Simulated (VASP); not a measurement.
# Ba: single point with LDA

Ba:

```xyz
1
Lattice="3.7976 0.0000 0.0000 0.0000 3.7976 0.0000 0.0000 0.0000 3.7976" Properties=species:S:1:pos:R:3 pbc="T T T"
Ba    0.0000    0.0000    0.0000
```

This isn't the form of Ba at room conditions, which is bcc.

```json
{"Program": "VASP 6.6.1", "Task": "single point", "Functional": "LDA", "Potentials or basis": "VASP PAW LDA potentials, release 64 (Ba_sv)", "Cutoff": "520 eV", "k mesh": "10 × 10 × 10", "Occupations": "fermi-dirac, width 0.1 eV", "Spin": "no spin polarisation", "Dipole correction": "no", "Further INCAR settings": "ALGO = Normal; EDIFF = 1e-06; NBANDS = 11"}
```

```yaml
Pressure: -0.4 GPa
Band_gap_on_the_k_mesh: zero (bands 5 and 6 overlap by 0.24 eV)
```

Levels at points of the mesh, in eV from the Fermi level:
| k point | band 1 | band 2 | band 3 | band 4 | band 5 | band 6 | band 7 | band 8 | band 9 | band 10 |
| --- | --- | --- | --- | --- | --- | --- | --- | --- | --- | --- |
| (0.00, 0.00, 0.00) | -28.93 | -13.64 | -13.64 | -13.64 | -2.60 | -0.12 | -0.12 | 5.48 | 5.48 | 5.48 |
| (0.50, 0.00, 0.00) | -28.83 | -14.65 | -13.55 | -13.55 | -0.66 | 0.52 | 1.17 | 2.84 | 2.84 | 5.79 |
| (0.50, 0.50, 0.00) | -28.74 | -14.50 | -14.50 | -13.45 | -1.20 | 0.73 | 3.41 | 3.41 | 3.95 | 3.95 |
| (0.50, 0.50, 0.50) | -28.65 | -14.36 | -14.36 | -14.36 | -0.16 | -0.16 | -0.16 | 4.16 | 7.43 | 7.43 |

Wall time 24 s on 1 thread of Intel Xeon 8259CL, with other jobs on the host, peak memory 0.16 GiB.

Caveat: spin-orbit coupling is left out, which moves the levels of the heavy elements.
